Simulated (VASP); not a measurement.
Crystal: InBS2.

```
CELL_PARAMETERS angstrom
3.66140 0.00000 0.00000
-1.83070 3.17086 0.00000
0.00000 0.00000 5.67516
ATOMIC_POSITIONS crystal
In 0.00000 0.00000 0.50000
B 0.00000 0.00000 0.00000
S 0.33333 0.66667 0.25000
S 0.66667 0.33333 0.75000
```

```yaml
Program: VASP 6.6.1
Task: relaxation of cell and atoms
Functional: PBE
Potentials_or_basis: VASP PAW PBE potentials, release 64 (In_d, B, S)
Cutoff: 600 eV
k_mesh: 6 × 6 × 4
Occupations: gaussian, width 0.1 eV
Spin: no spin polarisation
```

At the start: pressure 12.0 GPa; volume 16.47 Å³/atom.

How do energy, volume and symmetry change on relaxing?

Over 31 steps the energy falls by 431.1 meV/atom and the volume is 16.83 Å³/atom (+2.2 %); space group P-3m1 (No. 164, to 0.05 Å).

The path:
```
step  energy change (eV)  largest force (eV/Å)  pressure (GPa)  volume (Å³)
   1              0.0000                1.4803           12.04        65.89
   2             -0.3228                0.0572           -4.61        78.38
   3             -0.3797                0.2676           -1.05        74.43
   4             -0.4171                0.2559           -0.92        73.70
   5             -0.4449                0.3269           -0.83        72.67
   6             -0.4989                0.7783           -1.12        70.46
   7             -0.5369                0.9009           -0.98        69.55
   8             -0.6839                1.3564            0.07        66.84
   9             -1.0210                1.2870            4.91        61.54
  10              0.1612                3.5046           40.59        51.41
  11             -1.0765                0.9927            6.94        60.31
  12             -1.0890                0.5940           10.22        58.77
  13             -1.0980                0.4892           10.69        58.62
  14             -1.1109                0.1667           12.38        58.15
  15             -1.1372                0.1626           11.88        58.40
  16             -1.2107                0.1437           10.44        59.16
  17             -1.3362                0.1029            7.86        60.70
  18             -1.5063                0.0219            3.37        63.82
  19             -1.5679                0.5278           -2.16        70.26
  20             -1.5826                0.3956           -1.15        68.64
  21             -1.5837                0.3659           -0.87        68.26
  22             -1.6017                0.3082           -0.94        68.23
  23             -1.6572                0.1427           -1.11        68.09
  24             -1.7129                0.3957           -1.31        67.69
  25             -1.7131                0.3131           -1.30        67.75
  26             -1.7221                0.1418            0.20        66.73
  27             -1.7222                0.1263            0.35        66.64
  28             -1.7235                0.0587            0.28        66.83
  29             -1.7241                0.0444            0.18        67.13
  30             -1.7241                0.0296            0.19        67.08
  31             -1.7244                0.0120           -0.10        67.33
```

Final structure:
```cif
data_structure
_symmetry_space_group_name_H-M 'P 1'
_symmetry_Int_Tables_number 1
_cell_length_a 3.1235
_cell_length_b 3.1235
_cell_length_c 7.9689
_cell_angle_alpha 90.000
_cell_angle_beta 90.000
_cell_angle_gamma 120.000
_cell_volume 67.33
loop_
_atom_site_label
_atom_site_type_symbol
_atom_site_fract_x
_atom_site_fract_y
_atom_site_fract_z
_atom_site_occupancy
In1 In 0.00000 0.00000 0.50000 1
B1 B 0.00000 0.00000 0.00000 1
S1 S 0.33333 0.66667 0.14935 1
S2 S 0.66667 0.33333 0.85065 1
```
